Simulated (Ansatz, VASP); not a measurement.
## Cu2O: VASP beside Ansatz

INCAR

```
SYSTEM = Cu2O
PREC = Accurate
ENCUT = 520
EDIFF = 1E-8
ISMEAR = -1
SIGMA = 0.02
LREAL = .False.
LASPH = .True.
NELM = 200
ALGO = Normal
ISIF = 2
LWAVE = .False.
LCHARG = .False.
LMAXMIX = 4
LDAU = .True.
LDAUTYPE = 2
LDAUL = 2 -1
LDAUU = 1 0
LDAUJ = 0 0
LDAUPRINT = 1
GGA = PE
LEFG = .True.
NBANDS = 37
GGA_COMPAT = .False.
```

The input KPOINTS:

```
regular mesh
0
Gamma
  7 7 7
  0 0 0
```

File POSCAR:

```
Cu2O
1.0
    4.2600000000      0.0000000000      0.0000000000
    0.0000000000      4.2600000000      0.0000000000
    0.0000000000      0.0000000000      4.2600000000
Cu O
4 2
Direct
    0.2500000000      0.2500000000      0.2500000000
    0.2500000000      0.7500000000      0.7500000000
    0.7500000000      0.7500000000      0.2500000000
    0.7500000000      0.2500000000      0.7500000000
    0.0000000000      0.0000000000      0.0000000000
    0.5000000000      0.5000000000      0.5000000000
```

Input for Ansatz:

```yaml
crystal:
  lattice:
    - [4.26, 0.0, 0.0]
    - [0.0, 4.26, 0.0]
    - [0.0, 0.0, 4.26]
  atoms:
    - { symbol: Cu, position: [0.25, 0.25, 0.25] }
    - { symbol: Cu, position: [0.25, 0.75, 0.75] }
    - { symbol: Cu, position: [0.75, 0.75, 0.25] }
    - { symbol: Cu, position: [0.75, 0.25, 0.75] }
    - { symbol: O, position: [0.0, 0.0, 0.0] }
    - { symbol: O, position: [0.5, 0.5, 0.5] }
kpoints:
  mp_grid: { grid: [7, 7, 7] }
scf:
  occupations: { method: fermi_dirac, width: 0.02 }
  algorithm: direct_min
hamiltonian:
  xc: pbe
  pseudopotentials: { kind: paw }
  hubbard: { sites: [{ species: Cu, l: d, u_eff: 1.0 }], double_counting: fll }
output:
  forces: true
  stress: true
  populations: true
  efg:
    quadrupole_moments_barn: { Cu: -0.22, O: -0.02558 }
    contact_densities: true
  write_density: true
  write_potential: true
  elf: true
  volumetric_format: npy
```

Alike in both runs: task electric field gradients; functional PBE; k mesh 7 × 7 × 7; occupations fermi-dirac, width 0.02 eV; no spin polarisation; Hubbard terms Cu d U = 1.0 eV.

|  | VASP | Ansatz |
| --- | --- | --- |
| version | VASP 6.6.1 | Ansatz 0.2.0 |
| potentials or method | VASP PAW PBE potentials, release 64 (Cu, O) | plane-wave PAW, scalar-relativistic |
| plane-wave cutoff (eV) | 520 | 420 |
| valence electrons in the cell | 56 | 88 |

Ansatz gave:

- pressure (GPa): 3.8
- size of Vzz on the site where it differs most (V/Å²): 61.1

What did VASP give for the same quantities?

Pressure (GPa): 3.7; size of Vzz on the site where it differs most (V/Å²): 69.3.

The programs project onto different local orbitals, so the same U acts differently, and such runs can settle in different states. VASP's potentials hold 56 valence electrons a cell and Ansatz's 88, so a difference there can come from the potentials and not from the codes.
